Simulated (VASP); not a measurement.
CuO: single point with PBE

CuO:

```
Cu O
1.0
     0.00000    2.15807    2.15807
     2.15807    0.00000    2.15807
     2.15807    2.15807    0.00000
Cu O
1 1
Direct
  0.02950 0.02810 0.90803
  0.47050 0.47190 0.59197
```

This cell differs from its parent crystal: volume scaled by 1.06.

```json
{"Program": "VASP 6.6.1", "Task": "single point", "Functional": "PBE", "Potentials or basis": "VASP PAW PBE potentials, release 64 (Cu, O)", "Cutoff": "520 eV", "k mesh": "11 × 11 × 11", "Occupations": "fermi-dirac, width 0.05 eV", "Spin": "no spin polarisation"}
```

```
Pressure      : 7.0 GPa
Largest force : 0.618 eV/Å
```

Forces on the atoms (eV/Å):
```
Cu   0.423  0.378 -0.246
O   -0.423 -0.378  0.246
```

Stress tensor (GPa, compression positive):
```
 8.16 -2.68  2.14
-2.68  7.46  1.99
 2.14  1.99  5.28
```

Levels at points of the mesh, in eV from the Fermi level:
| k point | band 6 | band 7 | band 8 | band 9 | band 10 | band 11 | band 12 | band 13 |
| --- | --- | --- | --- | --- | --- | --- | --- | --- |
| (0.00, 0.00, 0.00) | -2.29 | -0.48 | -0.20 | -0.17 | 1.29 | 16.66 | 17.70 | 17.83 |

It took 2.5 min on 1 thread of Intel Xeon 6975P-C (shared host), peak memory 0.32 GiB.

Caveat: an odd number of electrons without spin polarisation forces a metal; a magnetic or distorted state may lie lower; semilocal functionals often make such compounds metallic where correlation or magnetic order opens a gap, which also shifts bond lengths.
